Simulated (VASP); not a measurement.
Crystal: WSe.

```xyz
2
Lattice="0.0000 2.6156 2.6156 2.6156 0.0000 2.6156 2.6156 2.6156 0.0000" Properties=species:S:1:pos:R:3 pbc="T T T"
W     0.0000    0.0000    0.0000
Se    2.6156    2.6156    2.6156
```

Program: VASP 6.6.1. Alike in all runs: task single point; potentials or basis VASP PAW PBE potentials, release 64 (W_sv, Se); cell as given; k mesh 14 × 14 × 14; cutoff (eV) 520.

**Question.** Order these runs on this cell by their pressure, lowest first.
A. level PBE+U; spin collinear; U W d U = 4.0 eV; smearing gaussian 0.05 eV
B. level r2SCAN; spin off; smearing gaussian 0.1 eV
C. level r2SCAN; spin collinear; smearing gaussian 0.1 eV

**Answer.** B (-2.4 GPa), C (8.7 GPa), A (19.7 GPa).

Caveats: the cell stands under pressure (at least some runs); the PAW data sets were made with another functional, which shifts forces and pressure a little (at least some runs).
